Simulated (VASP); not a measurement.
BN (Qingsongite): single point with LDA

Crystal: BN (Qingsongite).

```
B N
1.0
     0.00000    1.83714    1.83714
     1.83714    0.00000    1.83714
     1.83714    1.83714    0.00000
B N
1 1
Direct
  0.00000 0.00000 0.00000
  0.25000 0.25000 0.25000
```

* Program: VASP 6.6.1
* Task: single point
* Functional: LDA
* Potentials or basis: VASP PAW LDA potentials, release 64 (B, N)
* Cutoff: 520 eV
* k mesh: 10 × 10 × 10
* Occupations: gaussian, width 0.01 eV
* Spin: no spin polarisation

- Pressure: -26.3 GPa
- Band gap on the k mesh: 4.28 eV, indirect (least direct gap 8.45 eV)

Levels at points of the mesh, in eV from the valence-band top:
| k point | band 2 | band 3 | band 4 | band 5 | band 6 | band 7 |
| --- | --- | --- | --- | --- | --- | --- |
| (0.00, 0.00, 0.00) | 0.00 | 0.00 | 0.00 | 8.45 | 8.45 | 8.45 |
| (0.50, 0.00, 0.00) | -10.28 | -1.86 | -1.86 | 9.58 | 10.30 | 10.30 |
| (0.50, 0.50, 0.00) | -8.58 | -4.69 | -4.69 | 4.28 | 8.87 | 16.97 |

It took 4.8 s on 1 thread of Intel(R) Xeon(R) Platinum 8259CL CPU @ 2.50GHz (Skylake/Cascade Lake) (shared host), peak memory 0.11 GiB.

A k mesh can miss the band edges.
